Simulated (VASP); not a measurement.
A run of VASP 6.6.1 is set up as follows.

The input INCAR:

```
SYSTEM = TaN
ALGO     = Normal         ! electronic algorithm
EDIFF    = 1E-7           ! SCF threshold, eV
EDIFFG   = -0.01          ! ionic threshold
ENCUT    = 600            ! plane-wave cutoff, eV
GGA      = PS             ! functional
IBRION   = 2              ! ionic algorithm
ISIF     = 4              ! what is computed and relaxed
ISMEAR   = 0              ! smearing method
LASPH    = .True.         ! aspherical terms in the spheres
LCHARG   = .False.        ! write CHGCAR
LREAL    = .False.        ! projectors in reciprocal space
LWAVE    = .False.        ! write WAVECAR
NELM     = 100            ! most SCF steps
NSW      = 50             ! ionic steps
PREC     = Accurate       ! precision mode
SIGMA    = 0.1            ! smearing width, eV
```

File KPOINTS:

```
k-points
0
Gamma
  18 18 14
  0 0 0
```

File POSCAR:

```
TaN
1.0
    2.9831927126      0.0000000000      0.0000000000
   -1.4915963563      2.5835206735      0.0000000000
    0.0000000000      0.0000000000      2.9233897491
Ta N
1 1
Direct
    0.3333333333      0.6666666667      0.5000000000
    0.0000000000      0.0000000000      0.0000000000
```

Potentials or basis: VASP PAW PBE potentials, release 64 (Ta_pv, N).

Command:

```console
$ cat potpaw_PBE.64/Ta_pv/POTCAR potpaw_PBE.64/N/POTCAR > POTCAR
$ mpirun -np 1 vasp_std > vasp.out
```

(1) Estimate the band gap on the k mesh.

## Answers

(1) zero (bands 8 and 9 overlap by 0.34 eV).

Caveat: spin-orbit coupling is left out, which moves the levels of the heavy elements.
